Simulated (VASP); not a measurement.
# B (P6_3/mmc) in VASP: a series of runs

Runs on B. Level: PBE. Tasks: single point.

All numbers are computed with VASP 6.6.1; they aren't measurements. Logs are shortened: lines on timing, memory, paths and dates and some standing lists are left out, and cuts for length are marked.

### 1 The cell of the first run

It takes space group P6_3/mmc (No. 194, hexagonal). The conventional cell has a = 1.729 Å, b = 1.729 Å, c = 3.335 Å, α = 90.00°, β = 90.00°, γ = 120.00°. B (site symmetry -6m2) has 12 B at 1.73 to 1.94 Å within 2.3 Å.

### 2 Single point, PBE

The input, INCAR:

```
SYSTEM = B
PREC     = Accurate       ! precision mode
ENCUT    = 520            ! plane-wave cutoff, eV
EDIFF    = 1E-6           ! SCF threshold, eV
ISMEAR   = -1             ! smearing method
SIGMA    = 0.08           ! smearing width, eV
LREAL    = .False.        ! projectors in reciprocal space
LASPH    = .True.         ! aspherical terms in the spheres
NELM     = 100            ! most SCF steps
ALGO     = Normal         ! electronic algorithm
ISIF     = 2              ! what is computed and relaxed
LWAVE    = .False.        ! write WAVECAR
LCHARG   = .False.        ! write CHGCAR
GGA      = PE             ! functional
NBANDS   = 10             ! bands
```

The input, KPOINTS:

```
regular mesh
0
Gamma
  23 23 13
  0 0 0
```

The input, POSCAR:

```
B
1.0
    1.7290072593      0.0000000000      0.0000000000
   -0.8645036296      1.4973642099      0.0000000000
    0.0000000000      0.0000000000      3.3346880331
B
2
Direct
    0.3333333333      0.6666666667      0.2500000000
    0.6666666667      0.3333333333      0.7500000000
```

Potentials or basis: VASP PAW PBE potentials, release 64 (B).

Started as:

```console
$ cat potpaw_PBE.64/B/POTCAR > POTCAR
$ mpirun -np 1 vasp_std > vasp.out
```

OUTCAR:

```text
SYSTEM = B
   PREC = Accurate
   ENCUT = 520
   EDIFF = 1E-6
   ISMEAR = -1
   LREAL = .False.
   LASPH = .True.
   NELM = 100
   ISIF = 2
   GGA = PE

 ion  position               nearest neighbor table
   1  0.333  0.667  0.250-   2 1.94   2 1.94   2 1.94   2 1.94   2 1.94   2 1.94
   2  0.667  0.333  0.750-   1 1.94   1 1.94   1 1.94   1 1.94   1 1.94   1 1.94

  LATTYP: Found a hexagonal cell.
 ALAT       =     1.7290072593
 C/A-ratio  =     1.9286720835

  Lattice vectors:

 A1 = (   1.7290072593,   0.0000000000,   0.0000000000)
 A2 = (  -0.8645036296,   1.4973642099,   0.0000000000)
 A3 = (   0.0000000000,   0.0000000000,   3.3346880331)

Analysis of symmetry for initial positions (statically):
=====================================================================
 Subroutine PRICEL returns:
 Original cell was already a primitive cell.

 Routine SETGRP: Setting up the symmetry group for a
 hexagonal supercell.

 Subroutine GETGRP returns: Found 24 space group operations
 (whereof 12 operations were pure point group operations)
 out of a pool of 24 trial point group operations.

The static configuration has the point symmetry D_3d.
 The point group associated with its full space group is D_6h.

Analysis of symmetry for dynamics (positions and initial velocities):
=====================================================================
 Subroutine PRICEL returns:
 Original cell was already a primitive cell.

 Routine SETGRP: Setting up the symmetry group for a
 hexagonal supercell.

 Subroutine GETGRP returns: Found 24 space group operations
 (whereof 12 operations were pure point group operations)
 out of a pool of 24 trial point group operations.

The dynamic configuration has the point symmetry D_3d.
 The point group associated with its full space group is D_6h.

 Subroutine INISYM returns: Found 24 space group operations
 (whereof 12 operations are pure point group operations),
 and found     1 'primitive' translations

----------------------------------------------------------------------------------------

                                     Primitive cell

  volume of cell :       8.6334

  direct lattice vectors                    reciprocal lattice vectors
     1.729007259  0.000000000  0.000000000     0.578366571  0.333920096  0.000000000
    -0.864503630  1.497364210  0.000000000     0.000000000  0.667840191  0.000000000
     0.000000000  0.000000000  3.334688033     0.000000000  0.000000000  0.299878127

  length of vectors
     1.729007259  1.729007259  3.334688033     0.667840191  0.667840191  0.299878127

  position of ions in fractional coordinates (direct lattice)
     0.333333333  0.666666667  0.250000000
     0.666666667  0.333333333  0.750000000

  ion indices of the primitive-cell ions
   primitive index   ion index
                 1           1
                 2           2

----------------------------------------------------------------------------------------

 KPOINTS: regular mesh

Automatic generation of k-mesh.
 Grid dimensions read from file:
 generate k-points for:   23   23   13

 Generating k-lattice:

  Cartesian coordinates                     Fractional coordinates (reciprocal lattice)
     0.025146373  0.014518265  0.000000000     0.043478261 -0.000000000  0.000000000
     0.000000000  0.029036530  0.000000000     0.000000000  0.043478261  0.000000000
     0.000000000  0.000000000  0.023067548     0.000000000  0.000000000  0.076923077

  Length of vectors
     0.029036530  0.029036530  0.023067548

  Shift w.r.t. Gamma in fractional coordinates (k-lattice)
     0.000000000  0.000000000  0.000000000

 Subroutine IBZKPT returns following result:
 ===========================================

 Found    392 irreducible k-points:

 Following reciprocal coordinates:
            Coordinates               Weight
  0.000000  0.000000  0.000000      1.000000
  0.043478 -0.000000  0.000000      6.000000
  0.086957 -0.000000  0.000000      6.000000
  0.130435 -0.000000  0.000000      6.000000
  0.173913 -0.000000  0.000000      6.000000
  0.217391 -0.000000  0.000000      6.000000
[... 16 lines left out ...]
  0.478261  0.043478  0.000000      6.000000
  0.086957  0.086957  0.000000      6.000000
 [... further k-points ...]
   k-points           NKPTS =    392   k-points in BZ     NKDIM =    392   number of bands    NBANDS=     10
   number of dos      NEDOS =    301   number of ions     NIONS =      2
   total plane-waves  NPLWV =   5488
   dimension x,y,z NGX =    14 NGY =   14 NGZ =   28
   dimension x,y,z NGXF=    28 NGYF=   28 NGZF=   56
   ions per type =               2
   NGX,Y,Z   is equivalent  to a cutoff of  13.46, 13.46, 13.96 a.u.
   NGXF,Y,Z  is equivalent  to a cutoff of  26.92, 26.92, 27.92 a.u.
 SYSTEM =  B
   PREC   = accura    normal or accurate (medium, high low for compatibility)
   ISTART =      0    job   : 0-new  1-cont  2-samecut
   ICHARG =      2    charge: 1-file 2-atom 10-const
   ISPIN  =      1    spin polarized calculation?
   LNONCOLLINEAR =      F non collinear calculations
   LSORBIT =      F    spin-orbit coupling
   LASPH  =      T    aspherical Exc in radial PAW
   ENCUT  =  520.0 eV  38.22 Ry    6.18 a.u.   3.21  3.21  6.20*2*pi/ulx,y,z
   NELM   =    100;   NELMIN=  2; NELMDL= -5     # of ELM steps
   EDIFF  = 0.1E-05   stopping-criterion for ELM
   LREAL  =      F    real-space projection
   EDIFFG = 0.1E-04   stopping-criterion for IOM
   NSW    =      0    number of steps for IOM
   IBRION =     -1    ionic relax: 0-MD 1-quasi-New 2-CG
   NFREE  =      0    steps in history (QN), initial steepest desc. (CG)
   ISIF   =      2    stress and relaxation
   ISYM   =      2    0-nonsym 1-usesym 2-fastsym
   POTIM  = 0.5000    time-step for ionic-motion
   TEBEG  =    0.0;   TEEND  =   0.0 temperature during run
   PSTRESS=    0.0 pullay stress
   NELECT =       6.0000    total number of electrons
   NUPDOWN=      -1.0000    fix difference up-down
   EMIN   =  10.00;   EMAX   =-10.00  energy-range for DOS
   EFERMI =   0.00;   METHOD = LEGACY
   ISMEAR =    -1;   SIGMA  =   0.08  broadening in eV -4-tet -1-fermi 0-gaus
   EFERMI_NEDOS =   21; number of points for ismear=-14 and -15
   IALGO  =     38    algorithm
   IMIX   =      4    mixing-type and parameters
     AMIX     =   0.40;   BMIX     =  1.00
     AMIX_MAG =   1.60;   BMIX_MAG =  1.00
  volume/ion in A,a.u.               =       4.32        29.13
  Fermi-wavevector in a.u.,A,eV,Ry     =   1.450103  2.740297 28.610301  2.102798
  Thomas-Fermi vector in A             =   2.567753
   LORBIT       =      0    0 simple, 1 ext, 2 COOP (PROOUT), +10 PAW based schemes
   GGA     = PE    functional components
   LHFCALC =     F    Hartree Fock is set to
   AEXX    =    0.0000 exact exchange contribution
   IVDW    =     0    specifies the selected vdW correction
   LEPSILON=     F    determine dielectric tensor
   LRPA    =     F    only Hartree local field effects (RPA)
 non-spin polarized calculation
  energy-cutoff  :      520.00
  volume of cell :        8.63
 maximum number of plane-waves:       246
 NGX is ok and might be reduce to    14
   NGX =  7   NGY =  7   NGZ = 13

 number of electron       6.0000000 magnetization

 Free energy of the ion-electron system (eV)
  ---------------------------------------------------
  ext. energy  EPLUGINS =         0.00000000
  ---------------------------------------------------
  free energy    TOTEN  =        -9.22483556 eV

  energy without entropy =       -9.21804974  energy(sigma->0) =       -9.22144265

 E-fermi :  14.5199     XC(G=0): -14.3651

 val. band max:       14.4800148428   @ k =   0.3913   0.0435   0.4615
 cond. band min:      14.5237943509   @ k =   0.3478   0.1739   0.0000
 fundamental gap:      0.0437795081
 Fermi energy:        14.5198834021

 k-point     1 :       0.0000    0.0000    0.0000
  band No.  band energies     occupation
      1      -8.4195      2.00000
      2       0.1268      2.00000
      3       4.7502      2.00000
      4      28.8336      0.00000
      5      36.4006      0.00000
      6      36.4006      0.00000
      7      38.6786      0.00000
      8      38.6786      0.00000
      9      43.4047      0.00000
     10      56.6559      0.00000

 k-point     2 :       0.0435   -0.0000    0.0000
  band No.  band energies     occupation
      1      -8.3261      2.00000
      2       0.2488      2.00000
      3       4.8014      2.00000
      4      28.8992      0.00000
      5      35.7696      0.00000
      6      35.9404      0.00000
      7      38.2254      0.00000
      8      38.6544      0.00000
      9      43.9485      0.00000
     10      54.1707      0.00000

 k-point     3 :       0.0870   -0.0000    0.0000
  band No.  band energies     occupation
      1      -8.0460      2.00000
      2       0.6146      2.00000
      3       4.9547      2.00000
      4      29.0861      0.00000
      5      33.9775      0.00000
      6      34.8556      0.00000
      7      37.2805      0.00000
      8      38.3919      0.00000
      9      45.0306      0.00000
     10      51.2367      0.00000

 k-point     4 :       0.1304   -0.0000    0.0000
  band No.  band energies     occupation
      1      -7.5795      2.00000
      2       1.2236      2.00000
      3       5.2074      2.00000
      4      29.3593      0.00000
      5      31.4275      0.00000
      6      33.5215      0.00000
      7      36.0147      0.00000
      8      37.7835      0.00000
      9      45.8659      0.00000
     10      48.9746      0.00000
[... 222 lines left out ...]
 k-point    22 :       0.4348    0.0435    0.0000
  band No.  band energies     occupation
      1       1.3639      2.00000
      2       5.5910      2.00000
      3      12.9676      2.00000
      4      15.2379      0.00025
      5      19.6873      0.00000
      6      21.0724      0.00000
      7      26.4078      0.00000
      8      32.0871      0.00000
      9      39.3535      0.00000
     10      42.7159      0.00000

 k-point    23 :       0.4783    0.0435    0.0000
  band No.  band energies     occupation
      1       2.2699      2.00000
      2       4.8088      2.00000
      3      14.1845      1.97024
      4      15.2363      0.00026
      5      18.3084      0.00000
      6      20.5699      0.00000
      7      26.2963      0.00000
      8      31.9943      0.00000
      9      39.4551      0.00000
     10      42.6967      0.00000

 k-point    24 :       0.0870    0.0870    0.0000
  band No.  band energies     occupation
      1      -7.2995      2.00000
      2       1.5886      2.00000
      3       5.3597      2.00000
      4      29.5025      0.00000
      5      31.0451      0.00000
      6      31.6010      0.00000
      7      35.6760      0.00000
      8      36.8355      0.00000
      9      46.8936      0.00000
     10      49.3866      0.00000

 [... further k-points ...]
[... 5 lines left out ...]
  --------------------------------------------------------------------------------------
  -------------------------------------------------------------------------------------
  Total        8.6322297      8.6322297      8.6176739      0.0000000      0.0000000     -0.0000000
  in kB     1601.9689527   1601.9689527   1599.2676941      0.0000001      0.0000000     -0.0000000
  external PRESSURE =    1601.0685332 kB  Pullay stress =       0.0000000 kB

 VOLUME and BASIS-vectors are now :
 -----------------------------------------------------------------------------
  energy-cutoff  :      520.00
  volume of cell :        8.63
      direct lattice vectors                 reciprocal lattice vectors
     1.729007259  0.000000000  0.000000000     0.578366571  0.333920096  0.000000000
    -0.864503630  1.497364210  0.000000000     0.000000000  0.667840191  0.000000000
     0.000000000  0.000000000  3.334688033     0.000000000  0.000000000  0.299878127

 POSITION                                       TOTAL-FORCE (eV/Angst)
 -----------------------------------------------------------------------------------
     -0.00000      0.99824      0.83367         0.000000      0.000000      0.000000
      0.86450      0.49912      2.50102         0.000000     -0.000000      0.000000
 -----------------------------------------------------------------------------------
    total drift:                                0.000000     -0.000000      0.000000

  FREE ENERGIE OF THE ION-ELECTRON SYSTEM (eV)
  ---------------------------------------------------
  free  energy   TOTEN  =        -9.2248355619 eV

  energy  without entropy=       -9.2180497414  energy(sigma->0) =       -9.22144265
```

Run time: 20 s. Hardware: 1 thread of Intel Xeon 6975P-C, shared host; peak memory 0.13 GiB.

What came out:

| Quantity | Value |
| --- | --- |
| Free energy | -9.2248 eV |
| Pressure | 160.1 GPa |
| Band gap on the k mesh | zero (band 3 reaches 18.40 eV, above the bottom of band 4 at 10.42 eV) |

Stress tensor (GPa, compression positive):
```
160.20   0.00   0.00
  0.00 160.20   0.00
  0.00   0.00 159.93
```

### 3 Single point, PBE

The input, INCAR:

```
  PREC = Accurate
  ENCUT = 520
  EDIFF = 1E-7
  ISMEAR = -1
  SIGMA = 0.08
  LREAL = False
  LASPH = True
  NELM = 60
  ALGO = Normal
  ISIF = 2
  LWAVE = False
  LCHARG = False
  GGA = PE
  NBANDS = 10
```

The input, KPOINTS:

```
regular mesh
0
Gamma
  23 23 13
```

The input, POSCAR:

```
B
1.0
    1.7289750068      0.0000000000      0.0000000000
   -0.8644875034      1.4973362784      0.0000000000
    0.0000000000      0.0000000000      3.3346002249
B
2
Direct
    0.3333333333      0.6666666667      0.2500000000
    0.6666666667      0.3333333333      0.7500000000
```

Potentials or basis: VASP PAW PBE potentials, release 64 (B).

Started as:

```console
$ cat potpaw_PBE.64/B/POTCAR > POTCAR
$ mpirun -np 1 vasp_std > vasp.out
```

Run time: 22 s. Hardware: 1 thread of Intel Xeon 6975P-C, shared host; peak memory 0.13 GiB.

The run converged. Its results:

| Quantity | Value |
| --- | --- |
| Free energy | -9.2243 eV |
| Pressure | 160.2 GPa |
| Band gap on the k mesh | zero (band 3 reaches 18.40 eV, above the bottom of band 4 at 10.42 eV) |

Stress tensor (GPa, compression positive):
```
160.25   0.00   0.00
  0.00 160.25   0.00
  0.00   0.00 159.97
```

Levels at points of the mesh, in eV from the Fermi level:
```tsv
k point	band 1	band 2	band 3	band 4	band 5	band 6	band 7	band 8
(0.00, 0.00, 0.00)	-22.94	-14.39	-9.77	14.31	21.88	21.88	24.16	24.16
```
